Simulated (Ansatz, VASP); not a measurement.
**Two plane-wave programs on MoS2**

```
Mo S
1.0
     3.12193    0.00000    0.00000
    -1.56097    2.70367    0.00000
     0.00000    0.00000    6.76242
Mo S
1 2
Direct
  0.00000 0.00000 0.00000
  0.33333 0.66667 0.23579
  0.33333 0.66667 0.76421
```

Alike in both runs: task single point; functional PBE; dispersion D3(BJ); k mesh 12 × 12 × 4; occupations gaussian, width 0.05 eV; no spin polarisation.

|  | VASP | Ansatz |
| --- | --- | --- |
| version | VASP 6.6.1 | Ansatz 0.2.0 |
| potentials or method | VASP PAW PBE potentials, release 64 (Mo_sv, S), cutoff 500 eV | scalar-relativistic, plane waves, PAW |
| valence electrons in the cell | 26 | 26 |

```csv
,VASP,Ansatz,Ansatz less VASP
gap on the k mesh at the Fermi level (eV),1.33,1.32,-0.010
least direct gap on the mesh (eV),1.90,1.90,-0.004
pressure (GPa),-0.4,-0.3,+0.13
"traceless stress, the component that is largest in VASP (GPa)",-3.09,-3.04,+0.044
rms of the force components (eV/Å),0.156,0.150,-0.0055
```

Atom by atom the forces differ by 0.006 eV/Å (rms over components).
